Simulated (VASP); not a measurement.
Input of a VASP 6.6.1 run:

Contents of INCAR:

```
SYSTEM = C
PREC = Accurate ; ENCUT = 520
EDIFF = 1E-7 ; ISMEAR = 0
SIGMA = 0.05 ; LREAL = .FALSE.
LASPH = .TRUE. ; NELM = 60
ALGO = Normal ; ISIF = 2
LWAVE = .FALSE. ; LCHARG = .FALSE.
GGA = PE ; NBANDS = 11
```

KPOINTS

```
Automatic mesh
0
G
  12 12 12
  0 0 0
```

POSCAR

```
C
1.0
    0.0000000000      2.0492548339      1.6608339830
    1.6474401606      0.0000000000      1.6608339830
    1.6474401606      2.0492548339      0.0000000000
C
2
Direct
    0.5000000000      0.5000000000      0.5000000000
    0.7500000000      0.7500000000      0.7500000000
```

Potentials or basis: VASP PAW PBE potentials, release 64 (C).

Launch:

```console
$ cat potpaw_PBE.64/C/POTCAR > POTCAR
$ mpirun -np 1 vasp_std > vasp.out
```

(1) What does it give for the pressure?

(2) Predict the band gap on the k mesh.

Results:

(1) 9.5 GPa.

(2) 1.33 eV, indirect (least direct gap 3.66 eV).

Caveat: the cell differs from its parent crystal (strain +e along x and -e along y -0.1125, strain +e along z and -e/2 along x and y -0.0700).
